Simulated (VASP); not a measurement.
Crystal: Sn3SbSe.

```
CELL_PARAMETERS angstrom
5.01710 0.00000 0.00000
0.00000 5.01710 0.00000
0.00000 0.00000 5.01710
ATOMIC_POSITIONS crystal
Sn 0.00000 0.50000 0.50000
Sn 0.50000 0.00000 0.50000
Sn 0.50000 0.50000 0.00000
Sb 0.50000 0.50000 0.50000
Se 0.00000 0.00000 0.00000
```

| Item | Value |
| --- | --- |
| Program | VASP 6.6.1 |
| Task | relaxation of cell and atoms |
| Functional | PBE |
| Potentials or basis | VASP PAW PBE potentials, release 64 (Sn_d, Sb, Se) |
| Cutoff | 600 eV |
| k mesh | 4 × 4 × 4 |
| Occupations | gaussian, width 0.1 eV |
| Spin | no spin polarisation |

At the start: pressure 27.3 GPa; volume 25.26 Å³/atom.

Problem. Where does the relaxation end?

Solution. Over 3 steps the energy falls by 730.4 meV/atom and the volume is 36.99 Å³/atom (+46.4 %); space group Pm-3m (No. 221, to 0.05 Å).

Step by step:
| step | energy change (eV) | largest force (eV/Å) | pressure (GPa) | volume (Å³) |
| --- | --- | --- | --- | --- |
| 1 | 0.0000 | 0.0000 | 27.28 | 126.29 |
| 2 | -3.2254 | 0.0000 | -3.29 | 222.34 |
| 3 | -3.6518 | 0.0000 | 0.14 | 184.94 |

Final structure:
```yaml
crystal:
  lattice:
    - [5.69742, 0.00000, 0.00000]
    - [0.00000, 5.69742, 0.00000]
    - [0.00000, 0.00000, 5.69742]
  atoms:
    - { symbol: Sn, position: [0.00000, 0.50000, 0.50000] }
    - { symbol: Sn, position: [0.50000, 0.00000, 0.50000] }
    - { symbol: Sn, position: [0.50000, 0.50000, 0.00000] }
    - { symbol: Sb, position: [0.50000, 0.50000, 0.50000] }
    - { symbol: Se, position: [0.00000, 0.00000, 0.00000] }
```

Caveat: the volume moved by over 15 % at a fixed basis, so the end points are rough.
